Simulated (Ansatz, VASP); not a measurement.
Sb: VASP beside Ansatz

```
CELL_PARAMETERS angstrom
2.15060 1.24165 3.70656
-2.15060 1.24165 3.70656
0.00000 -2.48330 3.70656
ATOMIC_POSITIONS crystal
Sb 0.23364 0.23364 0.23364
Sb 0.76636 0.76636 0.76636
```

Change from the starting cell: zz strain of -1 %, crystal datasets.

Alike in both runs: task electric field gradients; functional PBE; k mesh 9 × 9 × 9; occupations fermi-dirac, width 0.05 eV; no spin polarisation.

```csv
,VASP,Ansatz
version,VASP 6.6.1,Ansatz 0.2.0
potentials or method,"VASP PAW PBE potentials, release 64 (Sb), cutoff 400 eV","all-electron PAW with datasets made for the crystal, scalar-relativistic"
```

Ansatz gave:

* pressure (GPa): 3.7
* traceless stress, the component that is largest in VASP (GPa): -0.13
* rms of the force components (eV/Å): 0.152
* size of Vzz on the site where it differs most (V/Å²): 53.5

Q: Estimate VASP's values.

A: Pressure (GPa): 3.8; traceless stress, the component that is largest in VASP (GPa): -0.18; rms of the force components (eV/Å): 0.179; size of Vzz on the site where it differs most (V/Å²): 49.2.

Atom by atom the forces differ by 0.027 eV/Å (rms over components). Ansatz ran all-electron here, and VASP with PAW potentials.

Spin-orbit coupling is off throughout.
